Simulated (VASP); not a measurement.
Here is a VASP 6.6.1 calculation.

Contents of INCAR:

```
PREC = Accurate
ENCUT = 520
EDIFF = 1E-7
ISMEAR = 0
SIGMA = 0.05
LREAL = F
LASPH = T
NELM = 100
ALGO = Normal
ISIF = 2
LWAVE = F
LCHARG = F
GGA = PS
NBANDS = 34
```

File KPOINTS:

```
regular mesh
0
Gamma
  6 6 6
```

File POSCAR:

```
YPb3
1.0
    4.8068546628      0.0000000000      0.0000000000
    0.0000000000      4.8068546628      0.0000000000
    0.0000000000      0.0000000000      4.8068546628
Y Pb
1 3
Direct
    0.0000000000      0.0000000000      0.0000000000
    0.0000000000      0.5000000000      0.5000000000
    0.5000000000      0.5000000000      0.0000000000
    0.5000000000      0.0000000000      0.5000000000
```

Potentials or basis: VASP PAW PBE potentials, release 64 (Y_sv, Pb_d).

Launch:

```sh
$ cat potpaw_PBE.64/Y_sv/POTCAR potpaw_PBE.64/Pb_d/POTCAR > POTCAR
$ mpirun -np 1 vasp_std > vasp.out
```

Task: What does it give for the pressure?

Result: -0.1 GPa.

Caveat: the PAW data sets were made with another functional, which shifts forces and pressure a little.
